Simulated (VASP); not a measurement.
A run of VASP 6.6.1 is set up as follows.

File INCAR:

```
SYSTEM = HfC2
PREC = Accurate ; ENCUT = 520
EDIFF = 1E-7 ; ISMEAR = 0
SIGMA = 0.1 ; LREAL = .False.
LASPH = .True. ; NELM = 80
ALGO = Normal ; ISIF = 2
LWAVE = .False. ; LCHARG = .False.
GGA = PE ; NBANDS = 16
```

KPOINTS

```
Automatic mesh
0
Gamma
  18 18 14
  0 0 0
```

The input POSCAR:

```
HfC2
1.0
    3.2386245982      0.0000000000      0.0000000000
   -1.6193122991      2.8047311754      0.0000000000
    0.0000000000      0.0000000000      3.2140546461
Hf C
1 2
Direct
    0.0000000000      0.0000000000      0.0000000000
    0.3333333333      0.6666666667      0.5000000000
    0.6666666667      0.3333333333      0.5000000000
```

Potentials or basis: VASP PAW PBE potentials, release 64 (Hf_pv, C).

The run is started by

```bash
$ cat potpaw_PBE.64/Hf_pv/POTCAR potpaw_PBE.64/C/POTCAR > POTCAR
$ mpirun -np 1 vasp_std > vasp.out
```

Task: Estimate the pressure.

Result: -1.8 GPa.

Task: Estimate the band gap on the k mesh.

Result: Zero (bands 9 and 10 overlap by 4.35 eV).

Stress tensor (GPa, compression positive):
```
-1.81  0.00  0.00
 0.00 -1.81  0.00
 0.00  0.00 -1.71
```

Caveat: spin-orbit coupling is left out, which moves the levels of the heavy elements.
